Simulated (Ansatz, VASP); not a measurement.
# AlN in VASP and in Ansatz

The input INCAR:

```
  PREC = Accurate
  ENCUT = 520
  EDIFF = 1E-6
  ISMEAR = 0
  SIGMA = 0.05
  LREAL = F
  LASPH = T
  NELM = 100
  ALGO = Normal
  ISIF = 2
  LWAVE = F
  LCHARG = F
  GGA = PE
  NBANDS = 16
```

File KPOINTS:

```
regular mesh
0
Gamma
  6 6 4
```

The input POSCAR:

```
AlN
1.0
    3.2360458119     -0.0975659424     -0.0221381428
   -1.7025174906      2.8428551716      0.0699330608
   -0.0354238504      0.1087611125      4.8652965235
Al N
2 2
Direct
    0.3206374753      0.6744783112     -0.0095557548
    0.8109536230      0.4502035771      0.5516643616
    0.2859371289      0.5748537327      0.3652261432
    0.5824717728      0.3004643790      0.8626652500
```

Input for Ansatz:

```yaml
crystal:
  lattice:
    - [3.2360458119, -0.0975659424, -0.0221381428]
    - [-1.7025174906, 2.8428551716, 0.0699330608]
    - [-0.0354238504, 0.1087611125, 4.8652965235]
  atoms:
    - { symbol: Al, position: [0.3206374753, 0.6744783112, -0.0095557548] }
    - { symbol: Al, position: [0.810953623, 0.4502035771, 0.5516643616] }
    - { symbol: "N", position: [0.2859371289, 0.5748537327, 0.3652261432] }
    - { symbol: "N", position: [0.5824717728, 0.300464379, 0.86266525] }
basis:
  ecutwfc: 420
kpoints:
  mp_grid: { grid: [6, 6, 4] }
hamiltonian:
  xc: pbe
scf:
  occupations: { method: gaussian, width: 0.05 }
output:
  forces: true
  stress: true
  eigenvalues: true
```

Change from the starting cell: all atoms moved at random (sigma 0.22 Å a component), cell strained at random (sigma 0.03).

Alike in both runs: task single point; functional PBE; k mesh 6 × 6 × 4; occupations gaussian, width 0.05 eV; no spin polarisation.

|  | VASP | Ansatz |
| --- | --- | --- |
| version | VASP 6.6.1 | Ansatz 0.2.0 |
| potentials or method | VASP PAW PBE potentials, release 64 (Al, N), cutoff 520 eV | scalar-relativistic, plane waves, PAW |
| valence electrons in the cell | 16 | 16 |

```tsv
	VASP	Ansatz	Ansatz less VASP
gap on the k mesh at the Fermi level (eV)	1.35	1.35	-0.006
least direct gap on the mesh (eV)	1.37	1.37	-0.006
pressure (GPa)	18.2	18.1	-0.07
traceless stress, the component that is largest in VASP (GPa)	29.63	29.28	-0.346
rms of the force components (eV/Å)	3.357	3.330	-0.0278
```

Atom by atom the forces differ by 0.032 eV/Å (rms over components).
